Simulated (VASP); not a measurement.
# TiSi16 (a cell with a defect) in VASP: further runs, part 2 of 2

VASP 6.6.1. Earlier steps stand in the parts before.

**4. Single point, PBE**

Input file INCAR:

```
SYSTEM = TiSi16
PREC = Accurate ; ENCUT = 520
EDIFF = 1E-6 ; ISMEAR = -1
SIGMA = 0.02 ; LREAL = Auto
LASPH = .True. ; NELM = 60
ALGO = Normal ; ISIF = 2
LWAVE = .False. ; LCHARG = .True.
GGA = PE ; LELF = .True.
LVHAR = .True. ; NBANDS = 52
```

Input file KPOINTS:

```
regular mesh
0
Gamma
  2 2 2
  0 0 0
```

Input file POSCAR:

```
TiSi16
1.0
    0.0000000000      5.4300000000      5.4300000000
    5.4300000000      0.0000000000      5.4300000000
    5.4300000000      5.4300000000      0.0000000000
Si Ti
16 1
Direct
   -0.0281123389     -0.0435819521     -0.0238029466
    0.0754511971      0.1794659300      0.0722283610
   -0.0427255985      0.0251197053      0.4807366483
    0.1348895028      0.1097513812      0.5998066298
   -0.0755524862      0.5770073665     -0.0359760589
    0.1867219153      0.5628913444      0.0669613260
    0.0170994475      0.5025322284      0.4807642726
    0.0770073665      0.6824585635      0.6134714549
    0.3739871087     -0.0036924494      0.1356813996
    0.5594383057      0.0015377532      0.2651473297
    0.4836187845     -0.0205616943      0.5961786372
    0.5584162063      0.2280478821      0.6246408840
    0.5613351750      0.4631399632     -0.1098250460
    0.5761970534      0.7351473297     -0.0212799263
    0.4831031308      0.5956077348      0.3854051565
    0.6818876611      0.6707826888      0.4858471455
    0.7065745856      0.2899631676      0.2123941068
```

Potentials or basis: VASP PAW PBE potentials, release 64 (Si, Ti_sv).

Run with:

```bash
$ cat potpaw_PBE.64/Si/POTCAR potpaw_PBE.64/Ti_sv/POTCAR > POTCAR
$ mpirun -np 1 vasp_std > vasp.out
```

OUTCAR:

```text
SYSTEM = TiSi16
   PREC = Accurate
   ENCUT = 520
   EDIFF = 1E-6
   ISMEAR = -1
   LREAL = Auto
   LASPH = .True.
   NELM = 60
   ISIF = 2
   GGA = PE

 ion  position               nearest neighbor table
   1  0.972  0.956  0.976-   4 2.40   6 2.53   2 2.71  10 2.78
   2  0.075  0.179  0.072-   9 2.16  17 2.32   5 2.50   3 2.57   1 2.71
   3  0.957  0.025  0.481-   8 2.16   4 2.42   2 2.57  12 2.57  17 2.82   9 2.95
   4  0.135  0.110  0.600-  11 2.33   1 2.40   3 2.42   7 2.47  10 3.00
   5  0.924  0.577  0.964-   8 2.21  14 2.29   6 2.45   2 2.50  17 2.75
   6  0.187  0.563  0.067-  13 2.37   5 2.45   1 2.53   7 2.65
   7  0.017  0.503  0.481-  16 2.22   8 2.38   4 2.47   6 2.65
   8  0.077  0.682  0.613-   3 2.16   5 2.21   7 2.38  15 2.62
   9  0.374  0.996  0.136-  10 2.13   2 2.16  14 2.31  15 2.64   3 2.95
  10  0.559  0.002  0.265-   9 2.13  11 2.24  16 2.26  17 2.74   1 2.78   4 3.00  15 3.05
  11  0.484  0.979  0.596-  10 2.24   4 2.33  12 2.38  16 2.40  14 2.81
  12  0.558  0.228  0.625-  11 2.38  15 2.43   3 2.57  17 2.64
  13  0.561  0.463  0.890-   6 2.37  14 2.56  16 2.59  17 2.67
  14  0.576  0.735  0.979-   5 2.29   9 2.31  13 2.56  15 2.57  11 2.81  17 2.85
  15  0.483  0.596  0.385-  16 2.40  12 2.43  14 2.57   8 2.62   9 2.64  17 2.65  10 3.05
[... 211 lines left out ...]
      4     -26.4251      2.00000
      5      -5.9894      2.00000
      6      -4.0489      2.00000
[... 413 lines left out ...]
     49       9.4787      0.00000
     50       9.6984      0.00000
 [bands above 50 left out]

------------------------ aborting loop because EDIFF is reached ----------------------------------------

  FORCE on cell =-STRESS in cart. coord.  units (eV):
  Direction    XX          YY          ZZ          XY          YZ          ZX
  --------------------------------------------------------------------------------------
  -------------------------------------------------------------------------------------
  Total       -0.0108167      7.5013929      3.6075023     -1.5313567      2.0141935     -0.3467557
  in kB       -0.0541223     37.5338409     18.0504369     -7.6622703     10.0781841     -1.7350207
  external PRESSURE =      18.5100518 kB  Pullay stress =       0.0000000 kB

 VOLUME and BASIS-vectors are now :
 -----------------------------------------------------------------------------
  energy-cutoff  :      520.00
  volume of cell :      320.21
      direct lattice vectors                 reciprocal lattice vectors
     0.000000000  5.430000000  5.430000000    -0.092081031  0.092081031  0.092081031
     5.430000000  0.000000000  5.430000000     0.092081031 -0.092081031  0.092081031
     5.430000000  5.430000000  0.000000000     0.092081031  0.092081031 -0.092081031

 POSITION                                       TOTAL-FORCE (eV/Angst)
 -----------------------------------------------------------------------------------
     10.49410     10.57810     10.47070         0.837420      0.520930      0.016254
      1.36670      0.80190      1.38420        -0.522357     -0.837147     -0.482373
      2.74680      7.80840      5.33440         1.667103     -2.075735      1.578427
      3.85290      3.98940      1.32840         1.030566     -0.772870     -0.605342
      8.36780     10.25440      8.15290         0.256300      1.962954     -0.053548
      3.42010      1.37750      4.07040         1.595443     -0.384014     -0.445513
[... 9 lines left out ...]
      6.28050      6.34080      7.34500         0.139475      0.288764     -2.350585
      2.72780      4.99000      5.41120         0.407127     -0.998900     -1.015790
 -----------------------------------------------------------------------------------
    total drift:                               -0.009977      0.004045      0.000695

  FREE ENERGIE OF THE ION-ELECTRON SYSTEM (eV)
  ---------------------------------------------------
  free  energy   TOTEN  =       -86.9257510267 eV

  energy  without entropy=      -86.9154878763  energy(sigma->0) =      -86.92061945
```

stdout:

```text
POSCAR found type information on POSCAR SiTi
 POSCAR found :  2 types and      17 ions
 scaLAPACK will be used
 LDA part: xc-table for (Slater+PW92), standard interpolation
 POSCAR, INCAR and KPOINTS ok, starting setup
 FFT: planning ... GRIDC
 FFT: planning ... GRID_SOFT
 FFT: planning ... GRID
 WAVECAR not read
 entering main loop
```

Wall time 3.7 min (1 thread of Intel Xeon Platinum 8488C (Sapphire Rapids), shared host); peak memory 0.5 GiB.

Results:

- Free energy: -86.9258 eV
- Pressure: 1.9 GPa
- Largest force: 3.888 eV/Å
- Band gap on the k mesh: zero (band 38 reaches 6.89 eV, above the bottom of band 39 at 6.67 eV)

Forces in eV/Å, atoms in the order of the input:
```
Si   0.837  0.521  0.016
Si  -0.522 -0.837 -0.482
Si   1.667 -2.076  1.578
Si   1.031 -0.773 -0.605
Si   0.256  1.963 -0.054
Si   1.595 -0.384 -0.446
Si  -1.908  0.848  1.109
Si  -3.184  0.900 -0.035
Si  -1.518 -0.554 -0.456
Si  -0.313  0.069  3.875
Si   1.293  0.818  0.074
Si  -0.246  0.958  0.306
Si   0.153 -0.414  0.040
Si  -0.401 -0.189 -0.648
Si   0.714 -0.139 -0.908
Si   0.139  0.289 -2.351
Ti   0.407 -0.999 -1.016
```

Caveat: the k points lie up to 0.50 Å⁻¹ apart.
